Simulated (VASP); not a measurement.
# Ta (Im-3m) in VASP: further runs, part 2 of 2

VASP 6.6.1. The steps go on from the part before.

## (3) Single point, PBE

This run uses another cell than the first one, of 18.28 Å³/atom.

INCAR reads:

```
  ALGO = Normal
  EDIFF = 1E-7
  ENCUT = 520
  GGA = PE
  ISIF = 2
  ISMEAR = 0
  LASPH = True
  LCHARG = True
  LELF = True
  LREAL = False
  LVHAR = True
  LWAVE = False
  NBANDS = 12
  NELM = 100
  PREC = Accurate
  SIGMA = 0.1
```

KPOINTS reads:

```
k-points
0
Gamma
  18 18 18
```

POSCAR reads:

```
Ta
1.0
   -1.6595270120      1.6595270120      1.6595270120
    1.6595270120     -1.6595270120      1.6595270120
    1.6595270120      1.6595270120     -1.6595270120
Ta
1
Direct
    0.0000000000      0.0000000000      0.0000000000
```

Potentials or basis: VASP PAW PBE potentials, release 64 (Ta_pv).

Launch:

```sh
> cat potpaw_PBE.64/Ta_pv/POTCAR > POTCAR
> mpirun -np 1 vasp_std > vasp.out
```

OUTCAR:

```text
EDIFF = 1E-7
   ENCUT = 520
   GGA = PE
   ISIF = 2
   ISMEAR = 0
   LASPH = True
   LREAL = False
   NELM = 100
   PREC = Accurate

 ion  position               nearest neighbor table
   1  0.000  0.000  0.000-

  LATTYP: Found a body centered cubic cell.
 ALAT       =     3.3190540240

  Lattice vectors:

 A1 = (  -1.6595270120,   1.6595270120,   1.6595270120)
 A2 = (   1.6595270120,  -1.6595270120,   1.6595270120)
 A3 = (   1.6595270120,   1.6595270120,  -1.6595270120)

Analysis of symmetry for initial positions (statically):
=====================================================================
 Subroutine PRICEL returns:
 Original cell was already a primitive cell.

 Routine SETGRP: Setting up the symmetry group for a
 body centered cubic supercell.

 Subroutine GETGRP returns: Found 48 space group operations
 (whereof 48 operations were pure point group operations)
 out of a pool of 48 trial point group operations.

The static configuration has the point symmetry O_h .

Analysis of symmetry for dynamics (positions and initial velocities):
=====================================================================
 Subroutine PRICEL returns:
 Original cell was already a primitive cell.

 Routine SETGRP: Setting up the symmetry group for a
 body centered cubic supercell.

 Subroutine GETGRP returns: Found 48 space group operations
 (whereof 48 operations were pure point group operations)
 out of a pool of 48 trial point group operations.

The dynamic configuration has the point symmetry O_h .

 Subroutine INISYM returns: Found 48 space group operations
 (whereof 48 operations are pure point group operations),
 and found     1 'primitive' translations

----------------------------------------------------------------------------------------

                                     Primitive cell

  volume of cell :      18.2815

[... 111 lines left out ...]
   GGA     = PE    functional components
   LHFCALC =     F    Hartree Fock is set to
   AEXX    =    0.0000 exact exchange contribution
   IVDW    =     0    specifies the selected vdW correction
   LEPSILON=     F    determine dielectric tensor
   LRPA    =     F    only Hartree local field effects (RPA)
 non-spin polarized calculation
 Gauss-broadening in eV      SIGMA  =   0.10
  energy-cutoff  :      520.00
  volume of cell :       18.28
 maximum number of plane-waves:       531
 NGX is ok and might be reduce to    24
   NGX = 11   NGY = 11   NGZ = 11

 number of electron      11.0000001 magnetization

 Free energy of the ion-electron system (eV)
  ---------------------------------------------------
  ext. energy  EPLUGINS =         0.00000000
  ---------------------------------------------------
  free energy    TOTEN  =       -11.81632241 eV

  energy without entropy =      -11.81023517  energy(sigma->0) =      -11.81327879

 E-fermi :   5.3764     XC(G=0): -12.5420

 val. band max:        5.3556828711   @ k =   0.1111   0.1111   0.0000
 cond. band min:       5.3784729777   @ k =   0.3333   0.1667   0.0556
 fundamental gap:      0.0227901066
 Fermi energy:         5.3763551834

 k-point     1 :       0.0000    0.0000    0.0000
  band No.  band energies     occupation
      1     -27.7633      2.00000
      2     -27.7633      2.00000
      3     -27.7633      2.00000
      4      -2.4926      2.00000
      5       6.1012      0.00000
      6       6.1012      0.00000
      7       6.1012      0.00000
      8       9.3217      0.00000
      9       9.3217      0.00000
     10      20.0142      0.00000
     11      20.3068      0.00000
     12      20.3068      0.00000
[... 331 lines left out ...]
 k-point    24 :       0.3889    0.1111    0.0000
  band No.  band energies     occupation
      1     -28.8113      2.00000
      2     -28.1554      2.00000
      3     -27.8188      2.00000
      4       1.4386      2.00000
      5       3.9842      2.00000
      6       5.9824      0.00000
      7       9.0677      0.00000
      8      10.3346      0.00000
      9      13.1203      0.00000
     10      16.6472      0.00000
     11      18.2616      0.00000
     12      20.0215      0.00000

 [... further k-points ...]

------------------------ aborting loop because EDIFF is reached ----------------------------------------

  FORCE on cell =-STRESS in cart. coord.  units (eV):
  Direction    XX          YY          ZZ          XY          YZ          ZX
  --------------------------------------------------------------------------------------
  -------------------------------------------------------------------------------------
  Total        0.0056638      0.0056638      0.0056638     -0.0000000     -0.0000000      0.0000000
  in kB        0.4963733      0.4963733      0.4963733     -0.0000000     -0.0000000      0.0000000
  external PRESSURE =       0.4963733 kB  Pullay stress =       0.0000000 kB

 VOLUME and BASIS-vectors are now :
 -----------------------------------------------------------------------------
  energy-cutoff  :      520.00
  volume of cell :       18.28
      direct lattice vectors                 reciprocal lattice vectors
    -1.659527012  1.659527012  1.659527012     0.000000000  0.301290667  0.301290667
     1.659527012 -1.659527012  1.659527012     0.301290667  0.000000000  0.301290667
     1.659527012  1.659527012 -1.659527012     0.301290667  0.301290667  0.000000000

 POSITION                                       TOTAL-FORCE (eV/Angst)
 -----------------------------------------------------------------------------------
      0.00000      0.00000      0.00000         0.000000     -0.000000      0.000000
 -----------------------------------------------------------------------------------
    total drift:                                0.000000      0.000000     -0.000000

  FREE ENERGIE OF THE ION-ELECTRON SYSTEM (eV)
  ---------------------------------------------------
  free  energy   TOTEN  =       -11.8163224123 eV

  energy  without entropy=      -11.8102351711  energy(sigma->0) =      -11.81327879
```

Run time: 21 s. Hardware: 1 thread of Intel Xeon Platinum 8488C (Sapphire Rapids), shared host; peak memory 0.17 GiB.

Results:

```
Free energy            : -11.8163 eV
Pressure               : 0.0 GPa
Band gap on the k mesh : zero (an odd number of electrons rules out a gap without spin polarisation)
```

Caveat: spin-orbit coupling is left out, which moves the levels of the heavy elements.

## (4) Single point, PBE

This run uses another cell than the first one, of 18.28 Å³/atom.

INCAR reads:

```
SYSTEM = Ta
  PREC = Accurate
  ENCUT = 520
  EDIFF = 1E-6
  ISMEAR = 0
  SIGMA = 0.1
  LREAL = .False.
  LASPH = .True.
  NELM = 60
  ALGO = Fast
  ISIF = 2
  LWAVE = .False.
  LCHARG = .False.
  GGA = PE
  ISYM = 0
  NBANDS = 12
```

KPOINTS reads:

```
regular mesh
0
Gamma
  13 13 15
  0 0 0
```

POSCAR reads:

```
Ta
1.0
    2.8743851013      0.0000000000      0.0000000000
   -0.9581283671      2.7099962625      0.0000000000
    0.9581283671      1.3549981313      2.3469256075
Ta
1
Direct
    0.0000000000      0.0000000000      0.0000000000
```

Launch:

```sh
> cat potpaw_PBE.64/Ta_pv/POTCAR > POTCAR
> mpirun -np 1 vasp_std > vasp.out
```

Wall time 2.8 min (1 thread of Intel Xeon Platinum 8488C (Sapphire Rapids), shared host); peak memory 0.38 GiB.

It converged, with:

| Quantity | Value |
| --- | --- |
| Free energy | -11.8159 eV |
| Pressure | 0.3 GPa |
| Band gap on the k mesh | zero (an odd number of electrons rules out a gap without spin polarisation) |

Levels at points of the mesh, in eV from the Fermi level:
```
           k point  band 2  band 3  band 4  band 5  band 6  band 7  band 8  band 9  band 10  band 11
(0.00, 0.00, 0.00)  -33.12  -33.12   -7.84    0.75    0.75    0.75    3.97    3.97    14.96    14.96
```

Caveat: spin-orbit coupling is left out, which moves the levels of the heavy elements.

## (5) Overview

| cell | k mesh | gap on the mesh (eV) | pressure (GPa) |
| --- | --- | --- | --- |
| a = 2.867 Å, angles 109.5°, 1 atom | 8 × 8 × 8 | none | -0.3 |
| a = 2.874 Å, angles 109.5°, 1 atom | 18 × 18 × 18 | none | 0.0 |
| a = 2.874 Å, angles 70.5, 70.5, 109.5°, 1 atom | 13 × 13 × 15 | none | 0.3 |

Alike in all rows: task single point; level PBE; potentials or basis VASP PAW PBE potentials, release 64 (Ta_pv); no spin polarisation; cutoff (eV) 520; smearing gaussian 0.1 eV.

Caveats: spin-orbit coupling is left out, which moves the levels of the heavy elements.

Absolute energies hang on the potentials; compare differences alone.
